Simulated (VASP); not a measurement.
Runs of VASP 6.6.1 on GdO. The structure is that of space group F-43m (No. 216), or close to it. The cells are those of the table. 

| task | level | spin | U | cell | k mesh | smearing | gap on the mesh (eV) | pressure (GPa) | moment (μB) |
| --- | --- | --- | --- | --- | --- | --- | --- | --- | --- |
| single point | LDA+U | collinear, ferromagnetic start | Gd f U = 5.0 eV | a = 3.818 Å, angles 60.0°, 2 atoms | 9 × 9 × 9 | fermi-dirac 0.05 eV | none | (b) | (c) |
| single point | PBE+U | off | Gd f U = 8.0 eV | a = 3.818 Å, angles 60.0°, 2 atoms | 6 × 6 × 6 | gaussian 0.05 eV | 0.54 | 2.1 | - |
| single point | RPBE | collinear, ferromagnetic start | - | a = 3.818 Å, angles 60.0°, 2 atoms | 9 × 9 × 9 | fermi-dirac 0.05 eV | none | 2.2 | 7.68 |
| vibrations by perturbation theory | PBE | collinear, ferromagnetic start | - | a = 3.818 Å, angles 60.0°, 2 atoms | 8 × 8 × 8 | fermi-dirac 0.05 eV | - | - | (a) |
| single point | r2SCAN | collinear, ferromagnetic start | - | a = 3.869 Å, angles 60.0°, 2 atoms | 9 × 9 × 9 | fermi-dirac 0.05 eV | none | -5.9 | 7.93 |

Alike in all rows: potentials or basis VASP PAW PBE potentials, release 64 (Gd, O); cutoff (eV) 520.

**Question.** Fill in the values left out.

**Answer.** (a) 7.56; (b) -6.6; (c) 7.83.

Caveats: spin-orbit coupling is left out, which moves the levels of the heavy elements; a cell with one magnetic atom can't hold antiferromagnetic order, which such compounds often take (at least some runs); the PAW data sets were made with another functional, which shifts forces and pressure a little (at least some runs); semilocal functionals describe open f shells poorly, which spoils levels, moments and volumes (at least some runs); the cell stands under tension (at least some runs).

A k mesh can miss the band edges, and the runs leave out spin-orbit coupling on Gd.

A gap of «none» marks levels without a gap at the run's occupations.
